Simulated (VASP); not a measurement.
A run of VASP 6.6.1 is set up as follows.

INCAR

```
ALGO = Normal
EDIFF = 1E-6
ENCUT = 520
GGA = PE
ISIF = 2
ISMEAR = 0
LASPH = T
LCHARG = T
LELF = T
LREAL = F
LVHAR = T
LWAVE = F
NBANDS = 30
NELM = 100
PREC = Accurate
SIGMA = 0.1
```

Contents of KPOINTS:

```
k-points
0
Gamma
  4 4 4
```

Contents of POSCAR:

```
Sn2Sb2Te
1.0
    0.0000000000      6.9809040300      3.0896237100
    3.0897083200      0.0000000000      3.0896237100
    3.0897083200      6.9809040300      0.0000000000
Sn Sb Te
2 2 1
Direct
    0.6529493200      0.3450803700      0.6549196300
    0.3450803700      0.6529493200      0.3470506800
    0.2481880100      0.2481880100      0.2518119900
    0.7481880100      0.7481880100      0.7518119900
    0.9955886400      0.9955886400      0.0044113600
```

Potentials or basis: VASP PAW PBE potentials, release 64 (Sn_d, Sb, Te).

The run is started by

```bash
$ cat potpaw_PBE.64/Sn_d/POTCAR potpaw_PBE.64/Sb/POTCAR potpaw_PBE.64/Te/POTCAR > POTCAR
$ mpirun -np 1 vasp_std > vasp.out
```

(1) Predict the band gap on the k mesh.

(2) Estimate the pressure.

## Answers

(1) zero (bands 22 and 23 overlap by 0.55 eV).

(2) 32.7 GPa.

Caveat: the k points lie up to 0.38 Å⁻¹ apart, too coarse for converged energies and pressures of a metal; spin-orbit coupling is left out, which moves the levels of the heavy elements; forces of over 1 eV/Å act on the atoms, so gaps and moduli don't describe the material at rest.
